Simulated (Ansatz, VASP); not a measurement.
**Pb in VASP and in Ansatz**

```
Pb
1.0
     0.00000    2.54892    2.54892
     2.54892    0.00000    2.54892
     2.54892    2.54892    0.00000
Pb
1
Direct
  0.00000 0.00000 0.00000
```

Alike in both runs: functional PBE; k mesh 14 × 14 × 14; occupations fermi-dirac, width 0.05 eV; no spin polarisation.

Ansatz relaxed the structure, and its values are those at the end. VASP's run is a single point on that final structure, the one shown.

|  | VASP | Ansatz |
| --- | --- | --- |
| version | VASP 6.6.1 | Ansatz 0.2.0 |
| potentials or method | VASP PAW PBE potentials, release 64 (Pb_d), cutoff 520 eV | all-electron LAPW, non-relativistic |

|  | VASP | Ansatz | Ansatz less VASP |
| --- | --- | --- | --- |
| pressure (GPa) | -1.3 | 0.0 | +1.26 |

Ansatz ran all-electron here, and VASP with PAW potentials.

Spin-orbit coupling is off throughout.
